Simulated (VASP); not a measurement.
# Si2Mo: relaxation of cell and atoms with PBEsol+U

Si2Mo:

```
Mo Si
1.0
     4.58547    0.00000    0.00000
    -2.29274    3.97113    0.00000
     0.00000    0.00000    6.57976
Mo Si
3 6
Direct
  0.50000 0.50000 0.83333
  0.00000 0.50000 0.16667
  0.50000 0.00000 0.50000
  0.16387 0.32775 0.50000
  0.67225 0.83613 0.16667
  0.83613 0.16387 0.83333
  0.83613 0.67225 0.50000
  0.32775 0.16387 0.16667
  0.16387 0.83613 0.83333
```

```yaml
Program: VASP 6.6.1
Task: relaxation of cell and atoms
Functional: PBEsol
Potentials_or_basis: VASP PAW PBE potentials, release 64 (Mo_sv, Si)
Cutoff: 600 eV
k_mesh: 5 × 5 × 3
Occupations: fermi-dirac, width 0.05 eV
Spin: no spin polarisation
Hubbard_terms: Mo d U = 2.0 eV
Dipole_correction: no
Further_INCAR_settings: ALGO = Normal; EDIFF = 1e-07; IBRION = 2; EDIFFG = -0.01; NSW = 60; ISIF = 3
```

The relaxed volume is 13.30 Å³/atom and the relaxed cell is a = 4.586 Å, b = 4.586 Å, c = 6.574 Å, α = 90.00°, β = 90.00°, γ = 120.00°. The space group after relaxing (to 0.1 Å) is P6_222 (No. 180), the energy gained by relaxing is 0.0 meV/atom and the ionic steps are 3. The pressure after relaxing is 0.1 GPa and the largest force after relaxing is 0.004 eV/Å. The band gap on the k mesh is 0.76 eV (least direct gap 1.03 eV).

Forces in eV/Å, atoms in the order of the input:
```
Mo   0.000  0.000  0.000
Mo   0.000  0.000  0.000
Mo   0.000  0.000  0.000
Si   0.000  0.004  0.000
Si  -0.003 -0.002  0.000
Si  -0.003  0.002  0.000
Si   0.000 -0.004  0.000
Si   0.003  0.002  0.000
Si   0.003 -0.002  0.000
```

Step by step:
```
step  energy change (eV)  largest force (eV/Å)  pressure (GPa)  volume (Å³)
   1              0.0000                0.0124           -0.09       119.81
   2             -0.0001                0.0001            0.17       119.68
   3             -0.0001                0.0040            0.08       119.73
```

Final structure:
```cif
data_structure
_symmetry_space_group_name_H-M 'P 1'
_symmetry_Int_Tables_number 1
_cell_length_a 4.5859
_cell_length_b 4.5859
_cell_length_c 6.5737
_cell_angle_alpha 90.000
_cell_angle_beta 90.000
_cell_angle_gamma 120.000
_cell_volume 119.73
loop_
_atom_site_label
_atom_site_type_symbol
_atom_site_fract_x
_atom_site_fract_y
_atom_site_fract_z
_atom_site_occupancy
Mo1 Mo 0.50000 0.50000 0.83333 1
Mo2 Mo 0.00000 0.50000 0.16667 1
Mo3 Mo 0.50000 0.00000 0.50000 1
Si1 Si 0.16392 0.32785 0.50000 1
Si2 Si 0.67215 0.83608 0.16667 1
Si3 Si 0.83608 0.16392 0.83333 1
Si4 Si 0.83608 0.67215 0.50000 1
Si5 Si 0.32785 0.16392 0.16667 1
Si6 Si 0.16392 0.83608 0.83333 1
```

Levels at points of the mesh, in eV from the valence-band top:
```
           k point  band 30  band 31  band 32  band 33  band 34  band 35  band 36  band 37
(0.00, 0.00, 0.00)    -2.62    -2.31    -1.73    -0.49     2.55     2.77     2.77     2.89
```

Eigenvalues of the final occupation matrices:
```csv
site,spin,trace,eigenvalues
site 1 d,1,2.13,0.34 0.39 0.44 0.45 0.51
site 1 d,2,2.13,0.34 0.39 0.44 0.45 0.51
site 2 d,1,2.13,0.34 0.39 0.44 0.45 0.51
site 2 d,2,2.13,0.34 0.39 0.44 0.45 0.51
site 3 d,1,2.13,0.34 0.39 0.44 0.45 0.51
site 3 d,2,2.13,0.34 0.39 0.44 0.45 0.51
```

It took 4.2 min on 1 thread of Intel Xeon 8259CL, on a shared host, peak memory 0.31 GiB.

Caveat: the PAW data sets were made with another functional, which shifts forces and pressure a little; the U is typed as a test and isn't derived for this compound. A k mesh can miss the band edges.
